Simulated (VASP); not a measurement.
TePb:

```xyz
2
Lattice="0.0000 3.2310 3.2310 3.2310 0.0000 3.2310 3.2310 3.2310 0.0000" Properties=species:S:1:pos:R:3 pbc="T T T"
Pb    0.0000    0.0000    0.0000
Te    3.2310    3.2310    3.2310
```

Program: VASP 6.6.1. Alike in all runs: task single point; potentials or basis VASP PAW PBE potentials, release 64 (Pb_d, Te); no spin polarisation; cell as given; cutoff (eV) 520; smearing fermi-dirac 0.05 eV.

Task: Order these runs on this cell by their band gap on the k mesh, lowest first.
A. level PBEsol-based global hybrid with 25 % exact exchange; k mesh 4 × 4 × 4; grid for exact exchange (PRECFOCK) Normal; share of exact exchange 0.25
B. level PBE-based screened hybrid with 25 % exact exchange; k mesh 4 × 4 × 4; grid for exact exchange (PRECFOCK) Normal; share of exact exchange 0.25; screening parameter 0.3 1/Å
C. level PBEsol; k mesh 6 × 6 × 6

Result: C (0.67 eV), B (0.96 eV), A (1.67 eV).

Caveats: some runs use coarse meshes; spin-orbit coupling is left out, which moves the levels of the heavy elements.

A k mesh can miss the band edges.
